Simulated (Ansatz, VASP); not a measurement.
# HfN: VASP beside Ansatz

```
CELL_PARAMETERS angstrom
3.09901 0.00000 0.00000
-1.54951 2.68383 0.00000
0.00000 0.00000 2.91300
ATOMIC_POSITIONS crystal
Hf 0.00000 0.00000 0.00000
N 0.66667 0.33333 0.50000
```

Alike in both runs: task single point; functional PBE; k mesh 14 × 14 × 12; occupations tetrahedron; no spin polarisation.

|  | VASP | Ansatz |
| --- | --- | --- |
| version | VASP 6.6.1 | Ansatz 0.2.0 |
| potentials or method | VASP PAW PBE potentials, release 64 (Hf_pv, N), cutoff 600 eV | scalar-relativistic, plane waves, PAW |
| valence electrons in the cell | 15 | 31 |

|  | VASP | Ansatz | Ansatz less VASP |
| --- | --- | --- | --- |
| gap on the k mesh at the Fermi level (eV) | none | none | - |
| pressure (GPa) | -2.2 | -0.1 | +2.08 |
| traceless stress, the component that is largest in VASP (GPa) | -0.86 | -0.54 | +0.325 |

A gap of «none» marks a metal or a gap that the smearing closes. VASP's potentials hold 15 valence electrons a cell and Ansatz's 31, so a difference there can come from the potentials and not from the codes. Ansatz's warnings: band table not solved further, stress scf threshold loose, tetrahedron derivatives may miss energy slope.

Spin-orbit coupling is off throughout.
